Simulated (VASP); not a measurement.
# Mo (R-3m) in VASP: further runs, part 2 of 2

VASP 6.6.1. Earlier steps stand in the parts before.

## 3. Single point, LDA (17.47 Å³/atom)

This run uses another cell than the first one, of 17.47 Å³/atom.

File INCAR:

```
ALGO = Fast
EDIFF = 1E-6
ENCUT = 520
GGA = CA
ISIF = 2
ISMEAR = 0
LASPH = True
LCHARG = False
LREAL = False
LWAVE = False
NBANDS = 13
NELM = 60
PREC = Accurate
SIGMA = 0.15
```

File KPOINTS:

```
k-points
0
Gamma
  22 22 22
```

File POSCAR:

```
Mo
1.0
   -2.0693963771      1.6620471278      1.6620471278
    1.6620471278     -2.0693963771      1.6620471278
    1.6620471278      1.6620471278     -2.0693963771
Mo
1
Direct
    0.0000000000      0.0000000000      0.0000000000
```

Potentials or basis: VASP PAW LDA potentials, release 64 (Mo_sv).

The run is started by

```console
cat potpaw_LDA.64/Mo_sv/POTCAR > POTCAR
mpirun -np 1 vasp_std > vasp.out
```

OUTCAR:

```text
EDIFF = 1E-6
   ENCUT = 520
   GGA = CA
   ISIF = 2
   ISMEAR = 0
   LASPH = True
   LREAL = False
   NELM = 60
   PREC = Accurate

 ion  position               nearest neighbor table
   1  0.000  0.000  0.000-

  LATTYP: Found a trigonal (rhomboedric) cell.
 ALAT       =     3.1316453624
 COS(alpha) =    -0.4197392560

  Lattice vectors:

 A1 = (  -2.0693963771,   1.6620471278,   1.6620471278)
 A2 = (   1.6620471278,  -2.0693963771,   1.6620471278)
 A3 = (   1.6620471278,   1.6620471278,  -2.0693963771)

Analysis of symmetry for initial positions (statically):
=====================================================================
 Subroutine PRICEL returns:
 Original cell was already a primitive cell.

 Routine SETGRP: Setting up the symmetry group for a
 trigonal (rhombohedral) supercell.

 Subroutine GETGRP returns: Found 12 space group operations
 (whereof 12 operations were pure point group operations)
 out of a pool of 12 trial point group operations.

The static configuration has the point symmetry D_3d.

Analysis of symmetry for dynamics (positions and initial velocities):
=====================================================================
 Subroutine PRICEL returns:
 Original cell was already a primitive cell.

 Routine SETGRP: Setting up the symmetry group for a
 trigonal (rhombohedral) supercell.

 Subroutine GETGRP returns: Found 12 space group operations
 (whereof 12 operations were pure point group operations)
 out of a pool of 12 trial point group operations.

The dynamic configuration has the point symmetry D_3d.

 Subroutine INISYM returns: Found 12 space group operations
 (whereof 12 operations are pure point group operations),
 and found     1 'primitive' translations

----------------------------------------------------------------------------------------

                                     Primitive cell

  volume of cell :      17.4700

  direct lattice vectors                    reciprocal lattice vectors
    -2.069396377  1.662047128  1.662047128     0.087006337  0.354999139  0.354999139
     1.662047128 -2.069396377  1.662047128     0.354999139  0.087006337  0.354999139
     1.662047128  1.662047128 -2.069396377     0.354999139  0.354999139  0.087006337

  length of vectors
     3.131645362  3.131645362  3.131645362     0.509528096  0.509528096  0.509528096

  position of ions in fractional coordinates (direct lattice)
     0.000000000  0.000000000  0.000000000

  ion indices of the primitive-cell ions
   primitive index   ion index
                 1           1

----------------------------------------------------------------------------------------

 KPOINTS: k-points

Automatic generation of k-mesh.
 Grid dimensions read from file:
 generate k-points for:   22   22   22

 Generating k-lattice:

  Cartesian coordinates                     Fractional coordinates (reciprocal lattice)
     0.003954834  0.016136325  0.016136325     0.045454545  0.000000000  0.000000000
     0.016136325  0.003954834  0.016136325     0.000000000  0.045454545  0.000000000
     0.016136325  0.016136325  0.003954834     0.000000000  0.000000000  0.045454545

  Length of vectors
     0.023160368  0.023160368  0.023160368

  Shift w.r.t. Gamma in fractional coordinates (k-lattice)
     0.000000000  0.000000000  0.000000000

 Subroutine IBZKPT returns following result:
 ===========================================

 Found   1024 irreducible k-points:

 Following reciprocal coordinates:
            Coordinates               Weight
  0.000000  0.000000  0.000000      1.000000
  0.045455  0.000000  0.000000      6.000000
  0.090909  0.000000  0.000000      6.000000
  0.136364  0.000000  0.000000      6.000000
  0.181818 -0.000000  0.000000      6.000000
  0.227273 -0.000000 -0.000000      6.000000
[... 16 lines left out ...]
  0.500000  0.045455  0.000000     12.000000
 -0.454545  0.045455 -0.000000     12.000000
 [... further k-points ...]
   k-points           NKPTS =   1024   k-points in BZ     NKDIM =   1024   number of bands    NBANDS=     13
   number of dos      NEDOS =    301   number of ions     NIONS =      1
   total plane-waves  NPLWV =  13824
   dimension x,y,z NGX =    24 NGY =   24 NGZ =   24
   dimension x,y,z NGXF=    48 NGYF=   48 NGZF=   48
   ions per type =               1
   NGX,Y,Z   is equivalent  to a cutoff of  12.74, 12.74, 12.74 a.u.
   NGXF,Y,Z  is equivalent  to a cutoff of  25.48, 25.48, 25.48 a.u.
 SYSTEM =  unknown system
   PREC   = accura    normal or accurate (medium, high low for compatibility)
   ISTART =      0    job   : 0-new  1-cont  2-samecut
   ICHARG =      2    charge: 1-file 2-atom 10-const
   ISPIN  =      1    spin polarized calculation?
   LNONCOLLINEAR =      F non collinear calculations
   LSORBIT =      F    spin-orbit coupling
   LASPH  =      T    aspherical Exc in radial PAW
   ENCUT  =  520.0 eV  38.22 Ry    6.18 a.u.   5.82  5.82  5.82*2*pi/ulx,y,z
   NELM   =     60;   NELMIN=  2; NELMDL= -5     # of ELM steps
   EDIFF  = 0.1E-05   stopping-criterion for ELM
   LREAL  =      F    real-space projection
   EDIFFG = 0.1E-04   stopping-criterion for IOM
   NSW    =      0    number of steps for IOM
   IBRION =     -1    ionic relax: 0-MD 1-quasi-New 2-CG
   NFREE  =      0    steps in history (QN), initial steepest desc. (CG)
   ISIF   =      2    stress and relaxation
   ISYM   =      2    0-nonsym 1-usesym 2-fastsym
   POTIM  = 0.5000    time-step for ionic-motion
   TEBEG  =    0.0;   TEEND  =   0.0 temperature during run
   PSTRESS=    0.0 pullay stress
   NELECT =      14.0000    total number of electrons
   NUPDOWN=      -1.0000    fix difference up-down
   EMIN   =  10.00;   EMAX   =-10.00  energy-range for DOS
   EFERMI =   0.00;   METHOD = LEGACY
   ISMEAR =     0;   SIGMA  =   0.15  broadening in eV -4-tet -1-fermi 0-gaus
   EFERMI_NEDOS =   21; number of points for ismear=-14 and -15
   IALGO  =     68    algorithm
   IMIX   =      4    mixing-type and parameters
     AMIX     =   0.40;   BMIX     =  1.00
     AMIX_MAG =   1.60;   BMIX_MAG =  1.00
  volume/ion in A,a.u.               =      17.47       117.89
  Fermi-wavevector in a.u.,A,eV,Ry     =   1.520617  2.873550 31.460431  2.312276
  Thomas-Fermi vector in A             =   2.629443
   LORBIT       =      0    0 simple, 1 ext, 2 COOP (PROOUT), +10 PAW based schemes
   GGA     = CA    functional components
   LHFCALC =     F    Hartree Fock is set to
   AEXX    =    0.0000 exact exchange contribution
   IVDW    =     0    specifies the selected vdW correction
   LEPSILON=     F    determine dielectric tensor
   LRPA    =     F    only Hartree local field effects (RPA)
 non-spin polarized calculation
 RMM-DIIS sequential band-by-band and
 Gauss-broadening in eV      SIGMA  =   0.15
  energy-cutoff  :      520.00
  volume of cell :       17.47
 maximum number of plane-waves:       481
   NGX = 11   NGY = 11   NGZ = 11

 number of electron      13.9999998 magnetization

 Free energy of the ion-electron system (eV)
  ---------------------------------------------------
  ext. energy  EPLUGINS =         0.00000000
  ---------------------------------------------------
  free energy    TOTEN  =       -10.64106628 eV

  energy without entropy =      -10.62730479  energy(sigma->0) =      -10.63418553

 E-fermi :  10.8284     XC(G=0): -12.8030

 val. band max:       10.8282935531   @ k =  -0.2727   0.2727   0.2273
 cond. band min:      10.8284083341   @ k =  -0.2727   0.1818   0.1818
 fundamental gap:      0.0001147810
 Fermi energy:        10.8283556323

 k-point     1 :       0.0000    0.0000    0.0000
  band No.  band energies     occupation
      1     -50.6484      2.00000
      2     -24.3613      2.00000
      3     -24.3613      2.00000
      4     -21.9440      2.00000
      5       4.0504      2.00000
      6       5.8569      2.00000
      7       9.0705      2.00000
      8       9.0705      2.00000
      9      15.5454      0.00000
     10      15.5454      0.00000
     11      21.6099      0.00000
     12      26.7205      0.00000
     13      26.7205      0.00000
[... 353 lines left out ...]
 k-point    24 :      -0.4545    0.0455   -0.0000
  band No.  band energies     occupation
      1     -49.5793      2.00000
      2     -26.9828      2.00000
      3     -23.8993      2.00000
      4     -23.7384      2.00000
      5       5.7794      2.00000
      6       7.3652      2.00000
      7      10.9738      0.17016
      8      11.4822      0.00000
      9      13.6324      0.00000
     10      15.6812      0.00000
     11      22.3369      0.00000
     12      25.1946      0.00000
     13      27.0677      0.00000

 [... further k-points ...]

------------------------ aborting loop because EDIFF is reached ----------------------------------------

  FORCE on cell =-STRESS in cart. coord.  units (eV):
  Direction    XX          YY          ZZ          XY          YZ          ZX
  --------------------------------------------------------------------------------------
  -------------------------------------------------------------------------------------
  Total        0.4935390      0.4935390      0.4935390      4.0241342      4.0241342      4.0241342
  in kB       45.2625653     45.2625653     45.2625653    369.0541867    369.0541867    369.0541867
  external PRESSURE =      45.2625653 kB  Pullay stress =       0.0000000 kB

 VOLUME and BASIS-vectors are now :
 -----------------------------------------------------------------------------
  energy-cutoff  :      520.00
  volume of cell :       17.47
      direct lattice vectors                 reciprocal lattice vectors
    -2.069396377  1.662047128  1.662047128     0.087006337  0.354999139  0.354999139
     1.662047128 -2.069396377  1.662047128     0.354999139  0.087006337  0.354999139
     1.662047128  1.662047128 -2.069396377     0.354999139  0.354999139  0.087006337

 POSITION                                       TOTAL-FORCE (eV/Angst)
 -----------------------------------------------------------------------------------
      0.00000      0.00000      0.00000         0.000000     -0.000000      0.000000
 -----------------------------------------------------------------------------------
    total drift:                                0.000000      0.000000      0.000000

  FREE ENERGIE OF THE ION-ELECTRON SYSTEM (eV)
  ---------------------------------------------------
  free  energy   TOTEN  =       -10.6410662798 eV

  energy  without entropy=      -10.6273047862  energy(sigma->0) =      -10.63418553
```

stdout:

```text
POSCAR found type information on POSCAR Mo
 POSCAR found :  1 types and       1 ions
 scaLAPACK will be used
 LDA part: xc-table for (Slater(with rela. corr.)+CA(PZ))
 , standard interpolation
 POSCAR, INCAR and KPOINTS ok, starting setup
 FFT: planning ... GRIDC
 FFT: planning ... GRID_SOFT
 FFT: planning ... GRID
 WAVECAR not read
 entering main loop
WARNING in EDDRMM: call to ZHEGV failed, returncode =   8  4     13
WARNING in EDDRMM: call to ZHEGV failed, returncode =   8  4     13
```

Wall time 1.7 min (1 thread of AMD EPYC 9R45 (Zen 5), shared host); peak memory 0.28 GiB.

What came out:

| Property | Result |
| --- | --- |
| Free energy | -10.6411 eV |
| Pressure | 4.5 GPa |
| Band gap on the k mesh | zero (bands 7 and 8 overlap by 3.66 eV) |

Stress tensor (GPa, compression positive):
```
 4.53 36.91 36.91
36.91  4.53 36.91
36.91 36.91  4.53
```

Caveat: the cell stands under pressure.
